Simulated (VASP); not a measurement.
Wanted: the native input for a VASP 6.6.1 run.

```yaml
Task: single point
Functional: r2SCAN
Potentials_or_basis: VASP PAW PBE potentials, release 64 (P, Ga_d, Sb)
Cutoff: 520 eV
k_mesh: 6 × 6 × 4
Occupations: gaussian, width 0.01 eV
Spin: no spin polarisation
Dipole_correction: no
Further_INCAR_settings: ALGO = Normal; EDIFF = 1e-06; NBANDS = 26
```

Ga2SbP:

```
CELL_PARAMETERS angstrom
4.06356 0.00000 0.00000
0.00000 4.06356 0.00000
0.00000 0.00000 5.80349
ATOMIC_POSITIONS crystal
P 0.00000 0.00000 0.00000
Ga 0.00000 0.50000 0.77620
Ga 0.50000 0.00000 0.22380
Sb 0.50000 0.50000 0.50000
```

This cell differs from its parent crystal: biaxial xy strain -0.7%.

The input as run:

POSCAR

```
Ga2SbP
1.0
    4.0635642584      0.0000000000      0.0000000000
    0.0000000000      4.0635642584      0.0000000000
    0.0000000000      0.0000000000      5.8034925878
P Ga Sb
1 2 1
Direct
    0.0000000000      0.0000000000      0.0000000000
    0.0000000000      0.5000000000      0.7761964639
    0.5000000000      0.0000000000      0.2238035361
    0.5000000000      0.5000000000      0.5000000000
```

INCAR.step1

```
SYSTEM = Ga2SbP
ALGO     = Normal         ! electronic algorithm
EDIFF    = 1E-4           ! SCF threshold, eV
ENCUT    = 520            ! plane-wave cutoff, eV
GGA      = PE             ! functional
ISMEAR   = 0              ! smearing method
LASPH    = .True.         ! aspherical terms in the spheres
LCHARG   = .False.        ! write CHGCAR
LREAL    = .False.        ! projectors in reciprocal space
LWAVE    = .True.         ! write WAVECAR
NBANDS   = 26             ! bands
NELM     = 80             ! most SCF steps
PREC     = Accurate       ! precision mode
SIGMA    = 0.01           ! smearing width, eV
```

INCAR.step2

```
SYSTEM = Ga2SbP
ALGO     = Normal         ! electronic algorithm
EDIFF    = 1E-6           ! SCF threshold, eV
ENCUT    = 520            ! plane-wave cutoff, eV
ISIF     = 2              ! what is computed and relaxed
ISMEAR   = 0              ! smearing method
ISTART   = 1            
LASPH    = .True.         ! aspherical terms in the spheres
LCHARG   = .False.        ! write CHGCAR
LMIXTAU  = .True.       
LREAL    = .False.        ! projectors in reciprocal space
LWAVE    = .False.        ! write WAVECAR
METAGGA  = R2SCAN         ! meta-GGA
NBANDS   = 26             ! bands
NELM     = 80             ! most SCF steps
PREC     = Accurate       ! precision mode
SIGMA    = 0.01           ! smearing width, eV
```

KPOINTS

```
k-points
0
Gamma
  6 6 4
  0 0 0
```

Potentials or basis: VASP PAW PBE potentials, release 64 (P, Ga_d, Sb).

The run is started by

```bash
$ cat potpaw_PBE.64/P/POTCAR potpaw_PBE.64/Ga_d/POTCAR potpaw_PBE.64/Sb/POTCAR > POTCAR
$ cp INCAR.step1 INCAR
$ mpirun -np 1 vasp_std > vasp.out
$ cp INCAR.step2 INCAR
$ mpirun -np 1 vasp_std > vasp.out
```

It gave:

```json
{
  "Pressure": "1.0 GPa",
  "Largest force": "0.015 eV/Å",
  "Band gap on the k mesh": "0.51 eV"
}
```

Caveat: the cell differs from its parent crystal (biaxial xy strain -0.7%); semilocal functionals underestimate gaps, and a narrow one can read as zero; the PAW data sets were made with another functional, which shifts forces and pressure a little; spin-orbit coupling is left out, which moves the levels of the heavy elements.

It took 7.5 min on 1 thread of Intel Xeon 8259CL (shared host), peak memory 0.25 GiB.
